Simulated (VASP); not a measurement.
Here is a VASP 6.6.1 calculation.

Contents of POSCAR:

```
Pt
1.0
    2.6743376865      0.0000000000      0.0000000000
   -1.3371688432      2.3160443748      0.0000000000
    0.0000000000      0.0000000000      5.1065087093
Pt
2
Direct
    0.6666666667      0.3333333333      0.7500000000
    0.3333333333      0.6666666667      0.2500000000
```

Contents of INCAR.step1:

```
SYSTEM = Pt
ALGO     = Normal         ! electronic algorithm
EDIFF    = 1E-4           ! SCF threshold, eV
ENCUT    = 520            ! plane-wave cutoff, eV
GGA      = PE             ! functional
ISMEAR   = 0              ! smearing method
LASPH    = .True.         ! aspherical terms in the spheres
LCHARG   = .False.        ! write CHGCAR
LREAL    = .False.        ! projectors in reciprocal space
LWAVE    = .True.         ! write WAVECAR
NBANDS   = 17             ! bands
NELM     = 60             ! most SCF steps
PREC     = Accurate       ! precision mode
SIGMA    = 0.15           ! smearing width, eV
```

The input INCAR.step2:

```
SYSTEM = Pt
ALGO     = Normal         ! electronic algorithm
EDIFF    = 1E-7           ! SCF threshold, eV
ENCUT    = 520            ! plane-wave cutoff, eV
ISIF     = 2              ! what is computed and relaxed
ISMEAR   = 0              ! smearing method
ISTART   = 1            
LASPH    = .True.         ! aspherical terms in the spheres
LCHARG   = .False.        ! write CHGCAR
LMIXTAU  = .True.       
LREAL    = .False.        ! projectors in reciprocal space
LWAVE    = .False.        ! write WAVECAR
METAGGA  = R2SCAN         ! meta-GGA
NBANDS   = 17             ! bands
NELM     = 60             ! most SCF steps
PREC     = Accurate       ! precision mode
SIGMA    = 0.15           ! smearing width, eV
```

Contents of KPOINTS:

```
k-points
0
Gamma
  24 24 12
  0 0 0
```

Potentials or basis: VASP PAW PBE potentials, release 64 (Pt).

Run with:

```console
$ cat potpaw_PBE.64/Pt/POTCAR > POTCAR
$ cp INCAR.step1 INCAR
$ mpirun -np 1 vasp_std > vasp.out
$ cp INCAR.step2 INCAR
$ mpirun -np 1 vasp_std > vasp.out
```

Q: Predict the pressure.

A: -0.2 GPa.

Q: Predict the band gap on the k mesh.

A: Zero (bands 10 and 11 overlap by 1.70 eV).

Stress tensor (GPa, compression positive):
```
  6.29   0.00   0.00
  0.00   6.29   0.00
  0.00   0.00 -13.16
```

Caveat: the PAW data sets were made with another functional, which shifts forces and pressure a little; spin-orbit coupling is left out, which moves the levels of the heavy elements.
